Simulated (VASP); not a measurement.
Write the native input for VASP 6.6.1 that does the following.

* Task: single point
* Functional: PBEsol
* Potentials or basis: VASP PAW PBE potentials, release 64 (Al)
* Cutoff: 520 eV
* k mesh: 20 × 20 × 20
* Occupations: gaussian, width 0.15 eV
* Spin: no spin polarisation
* Dipole correction: no
* Further INCAR settings: ALGO = Normal; EDIFF = 1e-07; NBANDS = 8

The structure of Al lies in POSCAR:

```
Al
1.0
   -1.5434821293      1.5434821293      1.5434821293
    1.5434821293     -1.5434821293      1.5434821293
    1.5434821293      1.5434821293     -1.5434821293
Al
1
Direct
    0.0000000000      0.0000000000      0.0000000000
```

This cell differs from its parent crystal: strain -0.030 along x and y, -0.030 along z.

The input as run:

INCAR

```
PREC = Accurate
ENCUT = 520
EDIFF = 1E-7
ISMEAR = 0
SIGMA = 0.15
LREAL = F
LASPH = T
NELM = 100
ALGO = Normal
ISIF = 2
LWAVE = F
LCHARG = F
GGA = PS
NBANDS = 8
```

KPOINTS

```
regular mesh
0
Gamma
  20 20 20
```

Potentials or basis: VASP PAW PBE potentials, release 64 (Al).

Launch:

```console
$ cat potpaw_PBE.64/Al/POTCAR > POTCAR
$ mpirun -np 1 vasp_std > vasp.out
```

Results of the run:

| Item | Value |
| --- | --- |
| Pressure | 11.4 GPa |

Caveat: the cell differs from its parent crystal (strain -0.030 along x and y, -0.030 along z); the PAW data sets were made with another functional, which shifts forces and pressure a little.

Wall time 16 s on 1 thread of Intel(R) Xeon(R) Platinum 8488C (Sapphire Rapids), with other jobs on the host, peak memory 0.13 GiB.
